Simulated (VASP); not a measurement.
Runs of VASP 6.6.1 on ZrSiRu4. The structure is that of space group P4/mmm (No. 123), or close to it. The cells are those of the table. 

```tsv
task	cell	k mesh	cutoff (eV)	gap on the mesh (eV)	pressure (GPa)	largest force (eV/Å)
single point	a = 3.981, b = 3.981, c = 6.442 Å, 6 atoms	10 × 10 × 6	520	none	0.0	-
single point	a = 3.755, b = 3.755, c = 5.317 Å, 6 atoms	4 × 4 × 4	520	none	98.7	2.48
relaxation of cell and atoms	relaxed from a = 3.755, b = 3.755, c = 5.317 Å, 6 atoms	4 × 4 × 4	600	none	0.2	0.01
single point	a = 4.017, b = 4.017, c = 6.344 Å, 6 atoms	4 × 4 × 4	520	none	(a)	0.01
```

Alike in all rows: level PBE; potentials or basis VASP PAW PBE potentials, release 64 (Zr_sv, Si, Ru_pv); no spin polarisation; smearing gaussian 0.1 eV.

Q: Estimate the missing entries.

A: (a) 0.1.

Caveats: some runs use coarse meshes; forces of over 1 eV/Å act on the atoms, so gaps and moduli don't describe the material at rest (some runs).

A k mesh can miss the band edges, and the runs leave out spin-orbit coupling on Ru, Zr.

A gap of «none» marks levels without a gap at the run's occupations.
